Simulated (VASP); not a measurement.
SnO:

```
Sn O
1.0
     3.86362   -0.01756    0.01337
    -0.01756    3.84305   -0.03949
     0.03505   -0.10353   10.35064
Sn O
4 4
Direct
  0.94877 0.55461 0.11779
  0.95072 0.49370 0.61017
  0.46338 0.97800 0.38989
  0.53714 0.97549 0.89565
  0.04972 0.96718 0.50310
  0.01423 0.00697 0.97714
  0.51304 0.51633 0.51090
  0.52299 0.50772 0.99536
```

```yaml
Program: VASP 6.6.1
Task: relaxation of cell and atoms
Functional: PBE
Potentials_or_basis: VASP PAW PBE potentials, release 64 (Sn_d, O)
Cutoff: 600 eV
k_mesh: 4 × 4 × 2
Occupations: gaussian, width 0.1 eV
Spin: no spin polarisation
```

At the start: pressure 6.2 GPa; volume 19.21 Å³/atom.

Q: How do energy, volume and symmetry change on relaxing?

A: Over 34 steps the energy falls by 177.4 meV/atom and the volume is 18.85 Å³/atom (-1.9 %); space group P1 (No. 1, to 0.1 Å) before, P4/nmm (No. 129, to 0.1 Å).

The path:
```tsv
step	energy change (eV)	largest force (eV/Å)	pressure (GPa)	volume (Å³)
1	0.0000	3.5653	6.20	153.67
2	-0.6705	1.7420	-7.33	170.62
3	-0.9078	1.5086	-3.79	164.04
4	-1.2095	0.8649	-0.08	156.63
5	-1.2107	0.9375	0.25	156.14
6	-1.2995	0.6201	0.22	155.07
7	-1.3280	0.5657	0.45	153.95
8	-1.3754	0.2900	-0.67	154.73
9	-1.3788	0.2915	-1.02	155.01
10	-1.3911	0.2735	0.89	152.11
11	-1.3950	0.1927	0.25	153.04
12	-1.4017	0.1038	0.05	153.26
13	-1.4038	0.1178	-0.14	153.48
14	-1.4076	0.1145	-0.02	153.09
15	-1.4087	0.1312	0.12	152.76
16	-1.4119	0.0874	-0.11	152.82
17	-1.4129	0.0834	-0.30	152.87
18	-1.4151	0.0572	0.11	152.00
19	-1.4151	0.0603	0.15	151.96
20	-1.4159	0.0405	0.01	151.95
21	-1.4159	0.0415	-0.01	151.95
22	-1.4164	0.0287	-0.04	151.92
23	-1.4167	0.0328	-0.10	151.87
24	-1.4171	0.0353	0.03	151.56
25	-1.4171	0.0435	0.12	151.39
26	-1.4173	0.0410	0.12	151.33
27	-1.4178	0.0434	0.08	151.15
28	-1.4179	0.0755	0.03	150.79
29	-1.4180	0.0592	0.07	150.93
30	-1.4185	0.0373	-0.03	150.96
31	-1.4186	0.0524	-0.09	150.98
32	-1.4190	0.0264	0.04	150.78
33	-1.4190	0.0368	0.09	150.72
34	-1.4192	0.0177	0.05	150.80
```

Final structure:
```
CELL_PARAMETERS angstrom
3.87997 0.00179 -0.00337
-0.00045 3.85739 0.00206
-0.00643 0.00949 10.07548
ATOMIC_POSITIONS crystal
Sn 0.00234 0.50185 0.11443
Sn 0.99959 0.49666 0.61618
Sn 0.49802 0.99784 0.38560
Sn 0.50046 0.00356 0.88381
O 0.99850 0.99749 0.50020
O 0.00133 0.00272 0.99848
O 0.49871 0.49722 0.50155
O 0.50106 0.50265 0.99975
```
